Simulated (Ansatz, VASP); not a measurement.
# SnO3 in VASP and in Ansatz

```xyz
4
Lattice="3.4276 0.0000 0.0000 0.0000 3.4276 0.0000 0.0000 0.0000 3.4276" Properties=species:S:1:pos:R:3 pbc="T T T"
Sn    0.0000    0.0000    0.0000
O     0.0000    1.7138    1.7138
O     1.7138    0.0000    1.7138
O     1.7138    1.7138    0.0000
```

Change from the starting cell: species swapped into the Dy3Al type (Pm-3m, No. 221).

Alike in both runs: task relaxation of cell and atoms; functional PBE; k mesh 6 × 6 × 6; occupations gaussian, width 0.1 eV; no spin polarisation.

|  | VASP | Ansatz |
| --- | --- | --- |
| version | VASP 6.6.1 | Ansatz 0.2.0 |
| potentials or method | VASP PAW PBE potentials, release 64 (Sn_d, O), cutoff 600 eV | scalar-relativistic, plane waves, PAW |
| valence electrons in the cell | 32 | 32 |

```csv
,VASP,Ansatz,Ansatz less VASP
"gap on the k mesh at the Fermi level, each at its own relaxed structure (eV)",none,none,-
relaxed volume (Å³/atom),10.07,10.07,0.000
relaxed cell length with the largest relative difference (Å),3.428,3.428,0.0000
```

A gap of «none» marks a metal or a gap that the smearing closes.

Noted on VASP's run: the relaxation stopped at its first step, so nothing moved.
